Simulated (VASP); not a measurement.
Write the native input for VASP 6.6.1 that does the following.

- Task: single point
- Functional: PBE
- Potentials or basis: VASP PAW PBE potentials, release 64 (Rb_sv, Cd, Tl_d)
- Cutoff: 520 eV
- k mesh: 4 × 4 × 2
- Occupations: methfessel-paxton, width 0.15 eV
- Spin: no spin polarisation
- Dipole correction: no
- Further INCAR settings: ALGO = Normal; EDIFF = 1e-06; NBANDS = 58

The structure of RbTl3Cd4 lies in POSCAR:

```
RbTl3Cd4
1.0
    4.4892780000      0.0378310000      0.0792390000
   -2.2118770000      3.8707930000      0.1161230000
   -2.0156590000      1.7725470000     12.7744580000
Rb Cd Tl
1 4 3
Direct
    0.5218102484      0.4892743743      0.4876680693
    0.0902305039      0.9474848463      0.2561662845
    0.9443417193      0.0784769331      0.7636461234
    0.2506086595      0.6449745801      0.9179734778
    0.6881438563      0.2954623314      0.0937816068
    0.2506393616      0.7537355749      0.6860036294
    0.8023394453      0.2585854728      0.3045086299
    0.9967240282      0.9665841066      0.0023575903
```

The input as run:

INCAR

```
PREC = Accurate
ENCUT = 520
EDIFF = 1E-6
ISMEAR = 1
SIGMA = 0.15
LREAL = F
LASPH = T
NELM = 100
ALGO = Normal
ISIF = 2
LWAVE = F
LCHARG = F
GGA = PE
NBANDS = 58
```

KPOINTS

```
Automatic mesh
0
Gamma
  4 4 2
```

Potentials or basis: VASP PAW PBE potentials, release 64 (Rb_sv, Cd, Tl_d).

Run with:

```console
$ cat potpaw_PBE.64/Rb_sv/POTCAR potpaw_PBE.64/Cd/POTCAR potpaw_PBE.64/Tl_d/POTCAR > POTCAR
$ mpirun -np 1 vasp_std > vasp.out
```

It gave:

| Quantity | Value |
| --- | --- |
| Pressure | 11.0 GPa |
| Largest force | 2.250 eV/Å |
| Band gap on the k mesh | zero (bands 48 and 49 overlap by 2.49 eV) |

Caveat: the k points lie up to 0.41 Å⁻¹ apart, too coarse for converged energies and pressures of a metal; spin-orbit coupling is left out, which moves the levels of the heavy elements; forces of over 1 eV/Å act on the atoms, so gaps and moduli don't describe the material at rest.

Run time: 2.1 min on 1 thread of Intel(R) Xeon(R) 6975P-C (Granite Rapids), on a shared host, peak memory 0.47 GiB.
